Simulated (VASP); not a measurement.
# K2H3Au (P1) in VASP: single point with PBEsol

Aim: the single point of K2H3Au with PBEsol.

Everything below comes from runs of VASP 6.6.1. Logs are shortened: lines on timing, memory, paths and dates and some standing lists are left out, and cuts for length are marked.

## 1. The cell of the first run

The typed cell holds 6 atoms: a = 3.766 Å, b = 3.765 Å, c = 8.057 Å, α = 99.51°, β = 80.44°, γ = 90.90°.

## 2. Single point, PBEsol

Input file INCAR:

```
ALGO     = Normal         # electronic algorithm
EDIFF    = 1E-6           # SCF threshold, eV
ENCUT    = 540            # plane-wave cutoff, eV
GGA      = PS             # functional
GGA_COMPAT= F            
ISIF     = 2              # what is computed and relaxed
ISMEAR   = -1             # smearing method
LASPH    = T              # aspherical terms in the spheres
LCHARG   = F              # write CHGCAR
LREAL    = F              # projectors in reciprocal space
LWAVE    = F              # write WAVECAR
NBANDS   = 29             # bands
NELM     = 120            # most SCF steps
PREC     = Accurate       # precision mode
SIGMA    = 0.05           # smearing width, eV
```

Input file KPOINTS:

```
k-points
0
Gamma
  6 6 2
```

Input file POSCAR:

```
K2H3Au
1.0
    3.6329793554      0.9471522160      0.2985807970
   -0.9798093143      3.6218084029     -0.3165088690
    0.8488850640     -0.4555436815      7.9987201121
K H Au
2 3 1
Direct
    0.5921382047      0.4098463163      0.2468112341
    0.4070872603      0.5942087195      0.7689654005
    0.8737066002      0.1279177531      0.8926927373
    0.1599943709      0.8421176865      0.1005355551
   -0.0468690888      0.0487387742     -0.0329764369
   -0.0079006336      0.0095235813      0.5230076092
```

Potentials or basis: VASP PAW PBE potentials, release 64 (K_sv, H, Au_sv_GW).

Run with:

```
$ cat potpaw_PBE.64/K_sv/POTCAR potpaw_PBE.64/H/POTCAR potpaw_PBE.64/Au_sv_GW/POTCAR > POTCAR
$ mpirun -np 1 vasp_std > vasp.out
```

OUTCAR:

```text
EDIFF = 1E-6
   ENCUT = 540
   GGA = PS
   ISIF = 2
   ISMEAR = -1
   LASPH = T
   LREAL = F
   NELM = 120
   PREC = Accurate

 ion  position               nearest neighbor table
   1  0.592  0.410  0.247-   6 3.41   6 3.42   6 3.43   6 3.46
   2  0.407  0.594  0.769-   6 3.27   6 3.27   6 3.30   6 3.31
   3  0.874  0.128  0.893-   5 0.81
   4  0.160  0.842  0.101-
   5  0.953  0.049  0.967-   3 0.81
   6  0.992  0.010  0.523-   2 3.27   2 3.27   2 3.30   2 3.31   1 3.41   1 3.42   1 3.43   1 3.46

  LATTYP: Found a triclinic cell.
 ALAT       =     3.7653287060
 B/A-ratio  =     1.4031890402
 C/A-ratio  =     2.2785776325
 COS(alpha) =     0.0004497485
 COS(beta)  =     0.2906090794
 COS(gamma) =     0.7014164124

  Lattice vectors:

 A1 = (   0.9798093143,  -3.6218084029,   0.3165088690)
 A2 = (  -2.6531700411,  -4.5689606189,   0.0179280720)
 A3 = (   3.7639036057,  -2.2191125054,  -7.3836304461)

Analysis of symmetry for initial positions (statically):
=====================================================================
 Subroutine PRICEL returns:
 Original cell was already a primitive cell.

 Routine SETGRP: Setting up the symmetry group for a
 triclinic supercell.

 Subroutine GETGRP returns: Found  1 space group operations
 (whereof  1 operations were pure point group operations)
 out of a pool of  2 trial point group operations.

The static configuration has the point symmetry C_1 .

Analysis of symmetry for dynamics (positions and initial velocities):
=====================================================================
 Subroutine PRICEL returns:
 Original cell was already a primitive cell.

 Routine SETGRP: Setting up the symmetry group for a
 triclinic supercell.

 Subroutine GETGRP returns: Found  1 space group operations
 (whereof  1 operations were pure point group operations)
 out of a pool of  2 trial point group operations.

The dynamic configuration has the point symmetry C_1 .

 Subroutine INISYM returns: Found  1 space group operations
 (whereof  1 operations are pure point group operations),
 and found     1 'primitive' translations

----------------------------------------------------------------------------------------

                                     Primitive cell

  volume of cell :     111.1068

  direct lattice vectors                    reciprocal lattice vectors
     3.632979355  0.947152216  0.298580797     0.259440832  0.068119493 -0.023654290
    -0.979809314  3.621808403 -0.316508869    -0.069410874  0.259261511  0.022131890
     0.848885064 -0.455543682  7.998720112    -0.012431140  0.007716159  0.126778740

  length of vectors
     3.766269615  3.765328706  8.056528367     0.269275577  0.269303214  0.127620223

  position of ions in fractional coordinates (direct lattice)
     0.592138205  0.409846316  0.246811234
     0.407087260  0.594208720  0.768965401
     0.873706600  0.127917753  0.892692737
     0.159994371  0.842117687  0.100535555
     0.953130911  0.048738774  0.967023563
     0.992099366  0.009523581  0.523007609

  ion indices of the primitive-cell ions
   primitive index   ion index
                 1           1
                 2           2
                 3           3
                 4           4
                 5           5
                 6           6

----------------------------------------------------------------------------------------

 KPOINTS: k-points

Automatic generation of k-mesh.
 Grid dimensions read from file:
 generate k-points for:    6    6    2

 Generating k-lattice:

  Cartesian coordinates                     Fractional coordinates (reciprocal lattice)
     0.043240139  0.011353249 -0.003942382     0.166666667  0.000000000  0.000000000
    -0.011568479  0.043210252  0.003688648    -0.000000000  0.166666667  0.000000000
    -0.006215570  0.003858079  0.063389370     0.000000000  0.000000000  0.500000000

  Length of vectors
     0.044879263  0.044883869  0.063810111

  Shift w.r.t. Gamma in fractional coordinates (k-lattice)
     0.000000000  0.000000000  0.000000000

 Subroutine IBZKPT returns following result:
 ===========================================

 Found     40 irreducible k-points:

 Following reciprocal coordinates:
            Coordinates               Weight
  0.000000  0.000000  0.000000      1.000000
  0.166667  0.000000  0.000000      2.000000
  0.333333  0.000000  0.000000      2.000000
  0.500000  0.000000 -0.000000      1.000000
 -0.000000  0.166667  0.000000      2.000000
  0.166667  0.166667 -0.000000      2.000000
[... 16 lines left out ...]
  0.333333  0.000000  0.500000      2.000000
  0.500000  0.000000  0.500000      1.000000
 [... further k-points ...]
   k-points           NKPTS =     40   k-points in BZ     NKDIM =     40   number of bands    NBANDS=     29
   number of dos      NEDOS =    301   number of ions     NIONS =      6
   total plane-waves  NPLWV =  57600
   dimension x,y,z NGX =    30 NGY =   30 NGZ =   64
   dimension x,y,z NGXF=    60 NGYF=   60 NGZF=  128
   ions per type =               2   3   1
   NGX,Y,Z   is equivalent  to a cutoff of  13.24, 13.25, 13.21 a.u.
   NGXF,Y,Z  is equivalent  to a cutoff of  26.48, 26.49, 26.41 a.u.
 SYSTEM =  unknown system
   PREC   = accura    normal or accurate (medium, high low for compatibility)
   ISTART =      0    job   : 0-new  1-cont  2-samecut
   ICHARG =      2    charge: 1-file 2-atom 10-const
   ISPIN  =      1    spin polarized calculation?
   LNONCOLLINEAR =      F non collinear calculations
   LSORBIT =      F    spin-orbit coupling
   LASPH  =      T    aspherical Exc in radial PAW
   ENCUT  =  540.0 eV  39.69 Ry    6.30 a.u.   7.14  7.13 15.27*2*pi/ulx,y,z
   NELM   =    120;   NELMIN=  2; NELMDL= -5     # of ELM steps
   EDIFF  = 0.1E-05   stopping-criterion for ELM
   LREAL  =      F    real-space projection
   EDIFFG = 0.1E-04   stopping-criterion for IOM
   NSW    =      0    number of steps for IOM
   IBRION =     -1    ionic relax: 0-MD 1-quasi-New 2-CG
   NFREE  =      0    steps in history (QN), initial steepest desc. (CG)
   ISIF   =      2    stress and relaxation
   ISYM   =      2    0-nonsym 1-usesym 2-fastsym
   POTIM  = 0.5000    time-step for ionic-motion
   TEBEG  =    0.0;   TEEND  =   0.0 temperature during run
   PSTRESS=    0.0 pullay stress
   NELECT =      40.0000    total number of electrons
   NUPDOWN=      -1.0000    fix difference up-down
   EMIN   =  10.00;   EMAX   =-10.00  energy-range for DOS
   EFERMI =   0.00;   METHOD = LEGACY
   ISMEAR =    -1;   SIGMA  =   0.05  broadening in eV -4-tet -1-fermi 0-gaus
   EFERMI_NEDOS =   21; number of points for ismear=-14 and -15
   IALGO  =     38    algorithm
   IMIX   =      4    mixing-type and parameters
     AMIX     =   0.40;   BMIX     =  1.00
     AMIX_MAG =   1.60;   BMIX_MAG =  1.00
  volume/ion in A,a.u.               =      18.52       124.96
  Fermi-wavevector in a.u.,A,eV,Ry     =   1.164612  2.200797 18.453868  1.356321
  Thomas-Fermi vector in A             =   2.301148
   LORBIT       =      0    0 simple, 1 ext, 2 COOP (PROOUT), +10 PAW based schemes
   GGA     = PS    functional components
   LHFCALC =     F    Hartree Fock is set to
   AEXX    =    0.0000 exact exchange contribution
   IVDW    =     0    specifies the selected vdW correction
   LEPSILON=     F    determine dielectric tensor
   LRPA    =     F    only Hartree local field effects (RPA)
 non-spin polarized calculation
  energy-cutoff  :      540.00
  volume of cell :      111.11
 maximum number of plane-waves:      3180
 NGX is ok and might be reduce to    30
   NGX = 15   NGY = 15   NGZ = 31

 number of electron      40.0000001 magnetization

 Free energy of the ion-electron system (eV)
  ---------------------------------------------------
  ext. energy  EPLUGINS =         0.00000000
  ---------------------------------------------------
  free energy    TOTEN  =       -15.75223158 eV

  energy without entropy =      -15.75198567  energy(sigma->0) =      -15.75210862

 E-fermi :   1.4111     XC(G=0):  -8.5436

 val. band max:        1.2035556989   @ k =   0.5000   0.5000   0.5000
 cond. band min:       1.6603996263   @ k =   0.5000   0.0000  -0.0000
 fundamental gap:      0.4568439274
 Fermi energy:         1.4111098440

 k-point     1 :       0.0000    0.0000    0.0000
  band No.  band energies     occupation
      1    -103.3998      2.00000
      2     -54.6956      2.00000
      3     -54.6785      2.00000
      4     -54.6748      2.00000
      5     -29.4037      2.00000
      6     -28.9537      2.00000
[... 21 lines left out ...]
     28       8.3063      0.00000
     29       9.2222      0.00000

 k-point     2 :       0.1667    0.0000    0.0000
  band No.  band energies     occupation
      1    -103.3998      2.00000
      2     -54.6955      2.00000
      3     -54.6790      2.00000
      4     -54.6752      2.00000
      5     -29.3974      2.00000
      6     -28.9478      2.00000
[... 21 lines left out ...]
     28       8.1950      0.00000
     29       8.4934      0.00000

 k-point     3 :       0.3333    0.0000    0.0000
  band No.  band energies     occupation
      1    -103.3998      2.00000
      2     -54.6954      2.00000
      3     -54.6802      2.00000
      4     -54.6756      2.00000
      5     -29.3848      2.00000
      6     -28.9360      2.00000
[... 21 lines left out ...]
     28       7.9891      0.00000
     29       8.5939      0.00000

 k-point     4 :       0.5000    0.0000   -0.0000
  band No.  band energies     occupation
      1    -103.3998      2.00000
      2     -54.6954      2.00000
      3     -54.6809      2.00000
      4     -54.6757      2.00000
      5     -29.3785      2.00000
      6     -28.9301      2.00000
[... 597 lines left out ...]
     28       7.9367      0.00000
     29       8.4232      0.00000

 k-point    23 :       0.3333    0.0000    0.5000
  band No.  band energies     occupation
      1    -103.3998      2.00000
      2     -54.6954      2.00000
      3     -54.6802      2.00000
      4     -54.6756      2.00000
      5     -29.3848      2.00000
      6     -28.9360      2.00000
[... 21 lines left out ...]
     28       8.0362      0.00000
     29       8.5376      0.00000

 k-point    24 :       0.5000    0.0000    0.5000
  band No.  band energies     occupation
      1    -103.3998      2.00000
      2     -54.6954      2.00000
      3     -54.6809      2.00000
      4     -54.6757      2.00000
      5     -29.3785      2.00000
      6     -28.9301      2.00000
[... 21 lines left out ...]
     28       8.1916      0.00000
     29       8.4790      0.00000

 [... further k-points ...]

------------------------ aborting loop because EDIFF is reached ----------------------------------------

  FORCE on cell =-STRESS in cart. coord.  units (eV):
  Direction    XX          YY          ZZ          XY          YZ          ZX
  --------------------------------------------------------------------------------------
  -------------------------------------------------------------------------------------
  Total       -0.0571158     -0.0533600     -0.0624527      0.0021070      0.0005896     -0.0044390
  in kB       -0.8236190     -0.7694586     -0.9005776      0.0303829      0.0085015     -0.0640105
  external PRESSURE =      -0.8312184 kB  Pullay stress =       0.0000000 kB

 VOLUME and BASIS-vectors are now :
 -----------------------------------------------------------------------------
  energy-cutoff  :      540.00
  volume of cell :      111.11
      direct lattice vectors                 reciprocal lattice vectors
     3.632979355  0.947152216  0.298580797     0.259440832  0.068119493 -0.023654290
    -0.979809314  3.621808403 -0.316508869    -0.069410874  0.259261511  0.022131890
     0.848885064 -0.455543682  7.998720112    -0.012431140  0.007716159  0.126778740

 POSITION                                       TOTAL-FORCE (eV/Angst)
 -----------------------------------------------------------------------------------
      1.95917      1.93280      2.02126        -0.000852      0.000373      0.000677
      1.54949      2.18739      6.08422         0.003717     -0.002097      0.001629
      3.80662      0.88417      7.36078        -0.003983      0.002240     -0.004430
     -0.15852      3.15573      0.58539        -0.001379      0.000743      0.000066
      4.23584      0.63876      8.00411         0.002559     -0.001537      0.005046
      4.03892      0.73591      4.47660        -0.000062      0.000278     -0.002989
 -----------------------------------------------------------------------------------
    total drift:                                0.000058      0.000142     -0.000897

  FREE ENERGIE OF THE ION-ELECTRON SYSTEM (eV)
  ---------------------------------------------------
  free  energy   TOTEN  =       -15.7522315793 eV

  energy  without entropy=      -15.7519856701  energy(sigma->0) =      -15.75210862
```

Wall time 3.2 min (1 thread of Intel Xeon Platinum 8375C at 2.90GHz (Ice Lake), shared host); peak memory 0.31 GiB.

Results:

| Item | Value |
| --- | --- |
| Free energy | -15.7522 eV |
| Pressure | -0.1 GPa |
| Largest force | 0.006 eV/Å |
| Band gap on the k mesh | 0.46 eV (least direct gap 1.70 eV) |

Forces in eV/Å, atoms in the order of the input:
```
K   -0.001  0.000  0.001
K    0.004 -0.002  0.002
H   -0.004  0.002 -0.004
H   -0.001  0.001  0.000
H    0.003 -0.002  0.005
Au   0.000  0.000 -0.003
```

Caveat: the PAW data sets were made with another functional, which shifts forces and pressure a little; spin-orbit coupling is left out, which moves the levels of the heavy elements.
